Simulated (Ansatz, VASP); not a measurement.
**Two plane-wave programs on La2BeSe4**

```
CELL_PARAMETERS angstrom
4.70220 2.71482 4.18989
-4.70220 2.71482 4.18989
0.00000 -5.42964 4.18989
ATOMIC_POSITIONS crystal
La 0.74498 0.74498 0.74498
La 0.19566 0.19566 0.19566
Be 0.47015 0.47015 0.47015
Se 0.97104 0.47163 0.97104
Se 0.97104 0.97104 0.47163
Se 0.47163 0.97104 0.97104
Se 0.97039 0.97039 0.97039
```

Alike in both runs: functional PBE; k mesh 6 × 6 × 6; occupations gaussian, width 0.1 eV; no spin polarisation.

Ansatz relaxed the structure, and its values are those at the end. VASP's run is a single point on that final structure, the one shown.

|  | VASP | Ansatz |
| --- | --- | --- |
| version | VASP 6.6.1 | Ansatz 0.2.0 |
| potentials or method | VASP PAW PBE potentials, release 64 (La, Be, Se), cutoff 520 eV | scalar-relativistic, plane waves, PAW |
| valence electrons in the cell | 48 | 88 |

|  | VASP | Ansatz | Ansatz less VASP |
| --- | --- | --- | --- |
| gap on the k mesh at the Fermi level (eV) | none | none | - |
| pressure (GPa) | 0.0 | 0.0 | +0.02 |

A gap of «none» marks a metal or a gap that the smearing closes. The functional is the same, so the differences come from potentials, cutoffs and numerics. VASP's potentials hold 48 valence electrons a cell and Ansatz's 88, so a difference there can come from the potentials and not from the codes.

Neither program's run includes spin-orbit coupling.
